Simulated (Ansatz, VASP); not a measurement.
**One calculation of MoSe, two programs**

```xyz
2
Lattice="0.0000 2.6102 2.6102 2.6102 0.0000 2.6102 2.6102 2.6102 0.0000" Properties=species:S:1:pos:R:3 pbc="T T T"
Mo    0.0000    0.0000    0.0000
Se    2.6102    2.6102    2.6102
```

Alike in both runs: task single point; functional PBE; k mesh 14 × 14 × 14; occupations gaussian, width 0.1 eV; no spin polarisation.

|  | VASP | Ansatz |
| --- | --- | --- |
| version | VASP 6.6.1 | Ansatz 0.2.0 |
| potentials or method | VASP PAW PBE potentials, release 64 (Mo_sv, Se), cutoff 500 eV | scalar-relativistic, plane waves, PAW |
| valence electrons in the cell | 20 | 30 |

|  | VASP | Ansatz | Ansatz less VASP |
| --- | --- | --- | --- |
| gap on the k mesh at the Fermi level (eV) | none | none | - |
| pressure (GPa) | 0.3 | 0.0 | -0.25 |

A gap of «none» marks a metal or a gap that the smearing closes. The functional is the same, so the differences come from potentials, cutoffs and numerics. VASP's potentials hold 20 valence electrons a cell and Ansatz's 30, so a difference there can come from the potentials and not from the codes.
